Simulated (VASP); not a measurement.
# GaSi23HO48 (a cell with a defect) in VASP: single point with PBE

Aim: the single point of GaSi23HO48 (a cell with a defect) with PBE.

All numbers are computed with VASP 6.6.1; they aren't measurements. Logs are shortened: lines on timing, memory, paths and dates and some standing lists are left out, and cuts for length are marked.

### Step 1. The cell of the first run

The cell holds a defect, 73 atoms: a = 10.042 Å, b = 10.042 Å, c = 11.019 Å, α = 90.00°, β = 90.00°, γ = 120.00°.

### Step 2. Single point, PBE, collinear spin

Contents of INCAR:

```
PREC = Accurate
ENCUT = 520
EDIFF = 1E-6
ISMEAR = -1
SIGMA = 0.01
LREAL = Auto
LASPH = T
NELM = 200
ALGO = Normal
ISIF = 2
LWAVE = F
LCHARG = F
ISPIN = 2
MAGMOM = 0 0 0 0 0 0 0 0 0 0 0 0 0 0 0 0 0 0 0 0 0 0 0 0 0 0.01 0.1 0.01 0.04 0.04 0.01 0.11 0.01 0.12 0.01 0.02 0.01 0.02 0 0.02 0 0 0 0.01 0.02 0 0 0 0 0.01 0.01 0 0 0.05 0.02 0.04 0 0.04 0.01 0.01 0 0.01 0 0.01 0 0 0.01 0 0.01 0 0.01 0 0
LORBIT = 11
NUPDOWN = 1.0
GGA = PE
NBANDS = 243
NELECT = 393.0
GGA_COMPAT = F
```

Contents of KPOINTS:

```
Automatic mesh
0
Gamma
  1 1 1
```

Contents of POSCAR:

```
GaSi23HO48
1.0
   10.0416380600      0.0000000000      0.0000000000
   -5.0208190300      8.6963136500      0.0000000000
    0.0000000000      0.0000000000     11.0185484200
Si O Ga H
23 48 1 1
Direct
    0.0044815567      0.2364233783      0.1715475832
    0.2617889287      0.2640366598     -0.0029406104
    0.2336763516     -0.0064553655      0.3267561827
   -0.0036440727      0.2416604552      0.6705297684
    0.2301043709      0.0027058033      0.8283583430
   -0.0123440872      0.7279835060      0.1669686630
    0.2509648852      0.7639493496     -0.0010002063
    0.2429850996      0.5137362979      0.3250463274
   -0.0036384658      0.7367150226      0.6640354078
    0.2619195976      0.7665014970      0.5004785175
    0.2354362157      0.5017822031      0.8350713865
    0.4941245155      0.2323706175      0.1647446553
    0.7675388920      0.2650496425      0.0068545249
    0.7390672550     -0.0012504972      0.3331236261
    0.5103399135      0.2346827041      0.6727869782
    0.7655183925      0.2622315808      0.5023274341
    0.7337555252      0.0014180539      0.8338149929
    0.4980524423      0.7526821481      0.1581794591
    0.7600077924      0.7638770831     -0.0038403961
    0.7220292995      0.4897123446      0.3360923481
    0.4952006130      0.7408603622      0.6700277202
    0.7504000173      0.7525256122      0.5008820527
    0.7445851067      0.4996778824      0.8388089577
    0.0871859805      0.3648406086      0.2800623733
    0.3342565797      0.4546330970      0.4240042276
    0.1299029625      0.2077285218      0.1016449540
    0.1991939235      0.1249593757      0.3762142414
    0.4194931084      0.2895599729      0.0601752637
    0.3658299065      0.0673865593      0.2213913162
    0.0722402901      0.3712448205      0.7772981601
    0.2943734688      0.4259693041      0.9373464980
    0.1250114533      0.2066325244      0.6168430554
    0.2044941797      0.1354057776      0.8898609890
    0.4543471067      0.3065130319      0.5658299585
    0.3707331962      0.0769402051      0.7298945408
    0.0741212746      0.8568256416      0.2712195573
    0.2929573864      0.9248679005      0.4354320827
    0.1133020769      0.6947051594      0.1003241596
    0.2063821402      0.6310648460      0.3973764625
    0.4154982625      0.8107999921      0.0621163525
    0.3662689471      0.5908732985      0.2171042424
    0.0729728350      0.8796417464      0.7592506178
    0.2711175022      0.9185905350      0.9361656240
    0.1278256853      0.7091929104      0.6026074695
    0.2067686084      0.6319473359      0.8967311539
    0.4209084302      0.7966916482      0.5636361521
    0.3640239815      0.5788331881      0.7282245305
    0.5623095879      0.3602819989      0.2735626973
    0.7831395528      0.4160629739      0.4382030633
    0.6313944046      0.2122627632      0.1070705410
    0.7137792792      0.1283060081      0.4004383108
    0.9246590935      0.2973268807      0.0747362757
    0.8759420956      0.0765531193      0.2329987881
    0.5860678939      0.3618603417      0.7809529850
    0.8042576644      0.4261408477      0.9424860752
    0.6381554575      0.2000677451      0.6115915313
    0.7096285177      0.1288837101      0.9060225116
    0.9308159659      0.3053061628      0.5623896459
    0.8569718154      0.0827798654      0.7247581385
    0.5787118717      0.8787182674      0.2658609872
    0.7853044369      0.9092780516      0.4323917617
    0.6206827390      0.7165204126      0.0926148029
    0.6760994949      0.6089096016      0.4023181737
    0.9133208264      0.7913829824      0.0673892902
    0.8540357425      0.5732616716      0.2326205704
    0.5705757163      0.8714347563      0.7755796864
    0.7991174716      0.9222893058      0.9276400640
    0.6238638509      0.7089431617      0.6078913355
    0.7066973573      0.6249389687      0.8983361749
    0.9094937052      0.7753998045      0.5565928624
    0.8752244666      0.5794027865      0.7340081138
    0.2689436199      0.2561631661      0.5025682804
    0.4473451577      0.5068115397      0.4132112756
```

Potentials or basis: VASP PAW PBE potentials, release 64 (Si, O, Ga_d, H).

Started as:

```sh
cat potpaw_PBE.64/Si/POTCAR potpaw_PBE.64/O/POTCAR potpaw_PBE.64/Ga_d/POTCAR potpaw_PBE.64/H/POTCAR > POTCAR
mpirun -np 1 vasp_gam > vasp.out
```

OUTCAR:

```text
PREC = Accurate
   ENCUT = 520
   EDIFF = 1E-6
   ISMEAR = -1
   LREAL = Auto
   LASPH = T
   NELM = 200
   ISIF = 2
   ISPIN = 2
   LORBIT = 11
   NUPDOWN = 1.0
   GGA = PE
   NELECT = 393.0

 ion  position               nearest neighbor table
   1  0.004  0.236  0.172-  26 1.62  53 1.62  52 1.63  24 1.65  14 3.10   8 3.11  13 3.12   2 3.12

   2  0.262  0.264  0.997-  28 1.63  33 1.63  31 1.63  26 1.63  11 3.10   5 3.10  12 3.11   1 3.12

   3  0.234  0.994  0.327-  27 1.62  36 1.62  37 1.64  29 1.64  12 3.08  10 3.10   6 3.12
   4  0.996  0.242  0.671-  32 1.61  59 1.62  30 1.63  58 1.64  16 3.05  11 3.10  17 3.11
   5  0.230  0.003  0.828-  43 1.63  33 1.63  42 1.63  35 1.64   2 3.10   9 3.11  15 3.12   7 3.14
[... 31 lines left out ...]
  23  0.745  0.500  0.839-  69 1.62  71 1.63  55 1.63  54 1.63  13 3.09  19 3.11  15 3.11   9 3.12

  24  0.087  0.365  0.280-   8 1.61   1 1.65
  25  0.334  0.455  0.424-  73 0.99   8 1.71  72 1.96
  26  0.130  0.208  0.102-   1 1.62   2 1.63
  27  0.199  0.125  0.376-   3 1.62  72 1.80
  28  0.419  0.290  0.060-  12 1.63   2 1.63
  29  0.366  0.067  0.221-  12 1.63   3 1.64
  30  0.072  0.371  0.777-  11 1.63   4 1.63
  31  0.294  0.426  0.937-  11 1.63   2 1.63
[... 38 lines left out ...]
  70  0.909  0.775  0.557-  22 1.62   9 1.63
  71  0.875  0.579  0.734-  23 1.63   9 1.63
  72  0.269  0.256  0.503-  32 1.79  27 1.80  34 1.81  25 1.96
  73  0.447  0.507  0.413-  25 0.99

  LATTYP: Found a hexagonal cell.
 ALAT       =    10.0416380600
 C/A-ratio  =     1.0972859562

  Lattice vectors:

 A1 = (  10.0416380600,   0.0000000000,   0.0000000000)
 A2 = (  -5.0208190300,   8.6963136500,   0.0000000000)
 A3 = (   0.0000000000,   0.0000000000,  11.0185484200)

Analysis of symmetry for initial positions (statically):
=====================================================================
 Subroutine PRICEL returns:
 Original cell was already a primitive cell.

 Routine SETGRP: Setting up the symmetry group for a
 hexagonal supercell.

 Subroutine GETGRP returns: Found  1 space group operations
 (whereof  1 operations were pure point group operations)
 out of a pool of 24 trial point group operations.

The static configuration has the point symmetry C_1 .

Analysis of symmetry for dynamics (positions and initial velocities):
=====================================================================
 Subroutine PRICEL returns:
 Original cell was already a primitive cell.

 Routine SETGRP: Setting up the symmetry group for a
 hexagonal supercell.

 Subroutine GETGRP returns: Found  1 space group operations
 (whereof  1 operations were pure point group operations)
 out of a pool of 24 trial point group operations.

The dynamic configuration has the point symmetry C_1 .

Analysis of structural, dynamic, and magnetic symmetry:
=====================================================================
 Subroutine PRICEL returns:
 Original cell was already a primitive cell.

 Routine SETGRP: Setting up the symmetry group for a
 hexagonal supercell.

 Subroutine GETGRP returns: Found  1 space group operations
 (whereof  1 operations were pure point group operations)
 out of a pool of 24 trial point group operations.

The overall configuration has the point symmetry C_1 .

 Subroutine INISYM returns: Found  1 space group operations
 (whereof  1 operations are pure point group operations),
 and found     1 'primitive' translations

----------------------------------------------------------------------------------------

[... 210 lines left out ...]
   EDIFF  = 0.1E-05   stopping-criterion for ELM
   LREAL  =      T    real-space projection
   EDIFFG = 0.1E-04   stopping-criterion for IOM
   NSW    =      0    number of steps for IOM
   IBRION =     -1    ionic relax: 0-MD 1-quasi-New 2-CG
   NFREE  =      0    steps in history (QN), initial steepest desc. (CG)
   ISIF   =      2    stress and relaxation
   ISYM   =      2    0-nonsym 1-usesym 2-fastsym
   POTIM  = 0.5000    time-step for ionic-motion
   TEBEG  =    0.0;   TEEND  =   0.0 temperature during run
   PSTRESS=    0.0 pullay stress
   NELECT =     393.0000    total number of electrons
   NUPDOWN=       1.0000    fix difference up-down
   EMIN   =  10.00;   EMAX   =-10.00  energy-range for DOS
   EFERMI =   0.00;   METHOD = LEGACY
   ISMEAR =    -1;   SIGMA  =   0.01  broadening in eV -4-tet -1-fermi 0-gaus
   EFERMI_NEDOS =   21; number of points for ismear=-14 and -15
   IALGO  =     38    algorithm
   IMIX   =      4    mixing-type and parameters
     AMIX     =   0.40;   BMIX     =  1.00
     AMIX_MAG =   1.60;   BMIX_MAG =  1.00
  volume/ion in A,a.u.               =      13.18        88.95
  Fermi-wavevector in a.u.,A,eV,Ry     =   1.214649  2.295355 20.073673  1.475373
  Thomas-Fermi vector in A             =   2.350062
   LORBIT       =     11    0 simple, 1 ext, 2 COOP (PROOUT), +10 PAW based schemes
   GGA     = PE    functional components
   LHFCALC =     F    Hartree Fock is set to
   AEXX    =    0.0000 exact exchange contribution
   IVDW    =     0    specifies the selected vdW correction
   LEPSILON=     F    determine dielectric tensor
   LRPA    =     F    only Hartree local field effects (RPA)
 spin polarized calculation
  energy-cutoff  :      520.00
  volume of cell :      962.20
 maximum number of plane-waves:     12960
 NGX is ok and might be reduce to    80
   NGX = 37   NGY = 37   NGZ = 41

 number of electron     393.0000034 magnetization       1.0000024

 Free energy of the ion-electron system (eV)
  ---------------------------------------------------
  ext. energy  EPLUGINS =         0.00000000
  ---------------------------------------------------
  free energy    TOTEN  =      -567.65509645 eV

  energy without entropy =     -567.64887517  energy(sigma->0) =     -567.65198581

 E-fermi :   0.7080     XC(G=0):  -8.9358

 val. band max:        0.6852848913   @ k =   0.0000   0.0000   0.0000
 cond. band min:       0.7306795509   @ k =   0.0000   0.0000   0.0000
 fundamental gap:      0.0453946596
 Fermi energy:         0.9714997305

 spin component 1

 k-point     1 :       0.0000    0.0000    0.0000
  band No.  band energies     occupation
      1     -19.0561      1.00000
      2     -18.5497      1.00000
      3     -18.2181      1.00000
      4     -18.1689      1.00000
      5     -18.1586      1.00000
      6     -18.1506      1.00000
[... 200 lines left out ...]
    207       9.0179      0.00000
    208       9.1164      0.00000
 Fermi energy:         0.7079835690

 spin component 2

 k-point     1 :       0.0000    0.0000    0.0000
  band No.  band energies     occupation
      1     -19.0526      1.00000
      2     -18.5329      1.00000
      3     -18.2050      1.00000
      4     -18.1578      1.00000
      5     -18.1382      1.00000
      6     -18.1260      1.00000
[... 200 lines left out ...]
    207       9.0265      0.00000
    208       9.1281      0.00000
 [bands above 208 left out]

------------------------ aborting loop because EDIFF is reached ----------------------------------------

  FORCE on cell =-STRESS in cart. coord.  units (eV):
  Direction    XX          YY          ZZ          XY          YZ          ZX
  --------------------------------------------------------------------------------------
  -------------------------------------------------------------------------------------
  Total       -4.4923921     -5.3264305     -3.8859735     -1.6302447     -0.4797036     -0.3742799
  in kB       -7.4803875     -8.8691644     -6.4706256     -2.7145587     -0.7987657     -0.6232222
  external PRESSURE =      -7.6067259 kB  Pullay stress =       0.0000000 kB

 VOLUME and BASIS-vectors are now :
 -----------------------------------------------------------------------------
  energy-cutoff  :      520.00
  volume of cell :      962.20
      direct lattice vectors                 reciprocal lattice vectors
    10.041638060  0.000000000  0.000000000     0.099585346  0.057495626  0.000000000
    -5.020819030  8.696313650  0.000000000     0.000000000  0.114991253  0.000000000
     0.000000000  0.000000000 11.018548420     0.000000000  0.000000000  0.090756056

 POSITION                                       TOTAL-FORCE (eV/Angst)
 -----------------------------------------------------------------------------------
     -1.14204      2.05601      1.89021         0.012323     -0.006563      0.015371
      1.30311      2.29615     10.98615         0.005743      0.008396      0.001567
     -2.64191      8.64018      3.60038         0.007089     -0.026573     -0.003496
      8.79171      2.10156      7.38826        -0.021094      0.001609      0.008472
      2.29704      0.02353      9.12731        -0.014232     -0.000120      0.001299
      6.26261      6.33077      1.83975        -0.004877     -0.014429      0.004614
[... 65 lines left out ...]
      1.41449      2.22768      5.53757        -0.018828     -0.010105      0.004937
      1.94747      4.40739      4.55299         0.088007      0.053872      0.003547
 -----------------------------------------------------------------------------------
    total drift:                               -0.006903      0.004351      0.017703

  FREE ENERGIE OF THE ION-ELECTRON SYSTEM (eV)
  ---------------------------------------------------
  free  energy   TOTEN  =      -567.6550964452 eV

  energy  without entropy=     -567.6488751733  energy(sigma->0) =     -567.65198581

 total charge

# of ion       s       p       d       tot
------------------------------------------
    1        0.634   0.970   0.000   1.604
    2        0.635   0.971   0.000   1.606
    3        0.643   0.983   0.000   1.626
    4        0.642   0.985   0.000   1.628
    5        0.634   0.971   0.000   1.605
    6        0.635   0.975   0.000   1.610
[... 65 lines left out ...]
   72        0.700   0.842  10.290  11.832
   73        0.566   0.118   0.000   0.684
--------------------------------------------------
tot         90.207 199.709  10.290 300.205

 magnetization (x)

# of ion       s       p       d       tot
------------------------------------------
    1       -0.000  -0.000   0.000  -0.000
    2       -0.000  -0.000   0.000  -0.000
    3       -0.001  -0.002   0.000  -0.003
    4       -0.001  -0.002   0.000  -0.003
    5       -0.000  -0.000   0.000  -0.000
    6       -0.000  -0.001   0.000  -0.001
[... 65 lines left out ...]
   72       -0.003  -0.005  -0.000  -0.008
   73       -0.000   0.000   0.000  -0.000
--------------------------------------------------
tot          0.005   0.830  -0.000   0.835
```

It took 45 min on 1 thread of Intel Xeon 8259CL, shared host; peak memory 1.5 GiB.

What came out:

* Free energy: -567.6551 eV
* Largest force: 0.103 eV/Å
* Net moment: 1.00 μB per cell
* Site moments: Si -0.00, +0.00 (each value once); O +0.00, +0.01, +0.11, +0.04, +0.12, +0.02, +0.05 (each value once); Ga -0.01; H -0.00 μB
* Valence electrons inside the program's atomic spheres: Si 1.60, 1.61, 1.63, 1.62 (each value once); O 5.23, 5.21, 5.12, 5.22, 5.13, 5.24 (each value once); Ga 11.83; H 0.68

Forces in eV/Å, atoms in the order of the input:
```
Si   0.012 -0.007  0.015
Si   0.006  0.008  0.002
Si   0.007 -0.027 -0.003
Si  -0.021  0.002  0.008
Si  -0.014  0.000  0.001
Si  -0.005 -0.014  0.005
Si   0.002  0.013 -0.009
Si  -0.026 -0.036  0.014
Si   0.008 -0.019 -0.006
Si   0.015  0.005  0.003
Si  -0.015  0.004 -0.001
Si   0.009 -0.008 -0.009
Si   0.010  0.012  0.006
Si  -0.013 -0.003  0.005
Si   0.015 -0.022  0.025
Si   0.000  0.005 -0.008
Si  -0.020  0.005  0.004
Si   0.004 -0.013 -0.001
Si   0.006  0.006  0.005
Si  -0.002  0.001  0.000
Si   0.017 -0.017 -0.006
Si  -0.003  0.014  0.003
Si  -0.014 -0.004 -0.005
O    0.004 -0.006 -0.012
O   -0.065 -0.018 -0.023
O    0.002  0.014 -0.008
O   -0.021  0.031  0.013
O   -0.003 -0.012  0.005
O   -0.005  0.004  0.007
O    0.007 -0.009 -0.011
O   -0.009 -0.005 -0.003
O    0.031 -0.008 -0.007
O    0.010  0.004  0.005
O   -0.009  0.013 -0.023
O   -0.006  0.011  0.003
O    0.016  0.002 -0.002
O   -0.010  0.001 -0.012
O    0.001  0.007 -0.005
O    0.012  0.011  0.013
O    0.000 -0.013  0.004
O    0.002  0.018  0.003
O    0.008 -0.002 -0.003
O   -0.009 -0.009 -0.004
O   -0.003  0.011 -0.002
O    0.012  0.003  0.008
O   -0.012 -0.017  0.005
O   -0.008  0.009  0.010
O    0.004 -0.001 -0.002
O   -0.007 -0.007  0.002
O   -0.004  0.011 -0.004
O    0.011  0.006  0.009
O   -0.004 -0.014 -0.002
O   -0.009  0.008  0.007
O    0.012 -0.004 -0.006
O   -0.005 -0.007 -0.001
O    0.001  0.010 -0.006
O    0.011  0.005 -0.002
O    0.005 -0.007  0.006
O   -0.006  0.006  0.004
O    0.016 -0.002 -0.008
O   -0.006 -0.008 -0.013
O    0.002  0.015 -0.011
O    0.004 -0.004  0.003
O   -0.002 -0.011  0.006
O   -0.003  0.012 -0.004
O    0.006 -0.007 -0.008
O   -0.011 -0.007 -0.003
O   -0.012  0.010 -0.001
O    0.011  0.004  0.002
O    0.002 -0.007  0.010
O   -0.008  0.009  0.009
Ga  -0.019 -0.010  0.005
H    0.088  0.054  0.004
```

Caveat: the k points lie up to 0.72 Å⁻¹ apart; the cell carries a net charge on a neutralising background, which shifts energy and pressure; the cell is charged against a uniform background, so pressure and absolute levels hang on convention; the total moment is fixed, so each spin has its own Fermi level and the state may be an excited one.
